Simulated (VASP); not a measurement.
# Al (P6_3/mmc) in VASP: a series of runs, part 2 of 2

VASP 6.6.1. The steps go on from the part before.

### Step 3. Single point, PBEsol

This run uses another cell than the first one, of 14.68 Å³/atom, 1.072 times its volume.

File INCAR:

```
ALGO = Normal
EDIFF = 1E-7
ENCUT = 520
GGA = PS
ISIF = 2
ISMEAR = 1
LASPH = T
LCHARG = T
LELF = T
LREAL = F
LVHAR = T
LWAVE = F
NBANDS = 14
NELM = 80
PREC = Accurate
SIGMA = 0.1
```

File KPOINTS:

```
k-points
0
Gamma
  9 9 3
```

File POSCAR:

```
Al
1.0
    2.7403288794      0.0000002798      0.0000000000
   -1.3701646821      2.3731942844      0.0000000000
    0.0000000000      0.0000000000      9.0281773680
Al
4
Direct
    0.0000000000      0.0000000000      0.0000000000
    0.3333333333      0.6666666667      0.2500000000
    0.0000000000      0.0000000000      0.5000000000
    0.6666666667      0.3333333333      0.7500000000
```

Potentials or basis: VASP PAW PBE potentials, release 64 (Al).

Started as:

```console
cat potpaw_PBE.64/Al/POTCAR > POTCAR
mpirun -np 1 vasp_std > vasp.out
```

OUTCAR:

```text
EDIFF = 1E-7
   ENCUT = 520
   GGA = PS
   ISIF = 2
   ISMEAR = 1
   LASPH = T
   LREAL = F
   NELM = 80
   PREC = Accurate

 ion  position               nearest neighbor table
   1  0.000  0.000  0.000-   2 2.76   4 2.76   4 2.76   2 2.76   4 2.76   2 2.76
   2  0.333  0.667  0.250-   1 2.76   3 2.76   1 2.76   3 2.76   1 2.76   3 2.76
   3  0.000  0.000  0.500-   2 2.76   4 2.76   4 2.76   2 2.76   4 2.76   2 2.76
[... 609 lines left out ...]
  Direction    XX          YY          ZZ          XY          YZ          ZX
  --------------------------------------------------------------------------------------
  -------------------------------------------------------------------------------------
  Total        3.7219009      3.7219009      3.6427026     -0.0000000      0.0000000      0.0000000
  in kB      101.5638833    101.5638833     99.4027065     -0.0000000      0.0000000      0.0000000
  external PRESSURE =     100.8434911 kB  Pullay stress =       0.0000000 kB

 VOLUME and BASIS-vectors are now :
 -----------------------------------------------------------------------------
  energy-cutoff  :      520.00
  volume of cell :       58.71
      direct lattice vectors                 reciprocal lattice vectors
     2.740328879  0.000000280  0.000000000     0.364919681  0.210686526  0.000000000
    -1.370164682  2.373194284  0.000000000    -0.000000043  0.421372977  0.000000000
     0.000000000  0.000000000  9.028177368     0.000000000  0.000000000  0.110764328

 POSITION                                       TOTAL-FORCE (eV/Angst)
 -----------------------------------------------------------------------------------
      0.00000      0.00000      0.00000        -0.000000     -0.000000     -0.000000
     -0.00000      1.58213      2.25704        -0.000000      0.000000      0.000000
      0.00000      0.00000      4.51409        -0.000000     -0.000000     -0.000000
      1.37016      0.79106      6.77113         0.000000      0.000000      0.000000
 -----------------------------------------------------------------------------------
    total drift:                               -0.000000      0.000000     -0.000000

  FREE ENERGIE OF THE ION-ELECTRON SYSTEM (eV)
  ---------------------------------------------------
  free  energy   TOTEN  =       -16.1288852887 eV

  energy  without entropy=      -16.1280075115  energy(sigma->0) =      -16.12859270
```

OSZICAR:

```text
N       E                     dE             d eps       ncg     rms          rms(c)
DAV:   1     0.679623700297E+01    0.67962E+01   -0.43525E+03   672   0.670E+02
DAV:   2    -0.155148885366E+02   -0.22311E+02   -0.20701E+02   900   0.933E+01
DAV:   3    -0.162529798897E+02   -0.73809E+00   -0.71484E+00   906   0.136E+01
DAV:   4    -0.162582057012E+02   -0.52258E-02   -0.52243E-02   826   0.141E+00
DAV:   5    -0.162582616227E+02   -0.55921E-04   -0.55921E-04   904   0.154E-01    0.325E+00
DAV:   6    -0.161807808233E+02    0.77481E-01   -0.66040E-03   790   0.408E-01    0.184E+00
DAV:   7    -0.161297321107E+02    0.51049E-01   -0.15216E-02   768   0.595E-01    0.283E-01
DAV:   8    -0.161289269864E+02    0.80512E-03   -0.46731E-04   912   0.113E-01    0.888E-02
DAV:   9    -0.161288855952E+02    0.41391E-04   -0.64361E-05   832   0.378E-02    0.258E-02
DAV:  10    -0.161288859432E+02   -0.34799E-06   -0.27266E-06   910   0.942E-03    0.527E-03
DAV:  11    -0.161288857213E+02    0.22190E-06   -0.25577E-08   590   0.987E-04    0.122E-03
DAV:  12    -0.161288853289E+02    0.39242E-06   -0.62933E-09   494   0.464E-04    0.105E-03
DAV:  13    -0.161288852887E+02    0.40157E-07   -0.57960E-10   468   0.159E-04
   1 F= -.16128885E+02 E0= -.16128593E+02  d E =-.877777E-03
```

stdout:

```text
POSCAR found type information on POSCAR Al
 POSCAR found :  1 types and       4 ions
 scaLAPACK will be used
 -----------------------------------------------------------------------------
|                                                                             |
|                                                                             |
|     You enforced a specific xc type in the INCAR file but a different       |
|     I HOPE YOU KNOW WHAT YOU ARE DOING!                                     |
|                                                                             |
 -----------------------------------------------------------------------------

 LDA part: xc-table for (Slater+PW92), standard interpolation
 POSCAR, INCAR and KPOINTS ok, starting setup
 FFT: planning ... GRIDC
 FFT: planning ... GRID_SOFT
 FFT: planning ... GRID
 WAVECAR not read
 entering main loop
```

Wall time 7.7 s (1 thread of Intel Xeon 6975P-C (Granite Rapids), shared host); peak memory 0.16 GiB.

What came out:

```yaml
Free_energy: -16.1289 eV
Pressure: 10.1 GPa
Band_gap_on_the_k_mesh: zero (band 6 reaches 13.24 eV, above the bottom of band 7 at 7.84 eV)
```

Levels at points of the mesh, in eV from the Fermi level:
| k point | band 1 | band 2 | band 3 | band 4 | band 5 | band 6 | band 7 | band 8 | band 9 | band 10 |
| --- | --- | --- | --- | --- | --- | --- | --- | --- | --- | --- |
| (0.00, 0.00, 0.00) | -11.89 | -10.09 | -10.08 | -5.04 | -4.58 | 3.57 | 3.59 | 11.79 | 11.79 | 11.81 |

Caveat: the PAW data sets were made with another functional, which shifts forces and pressure a little.
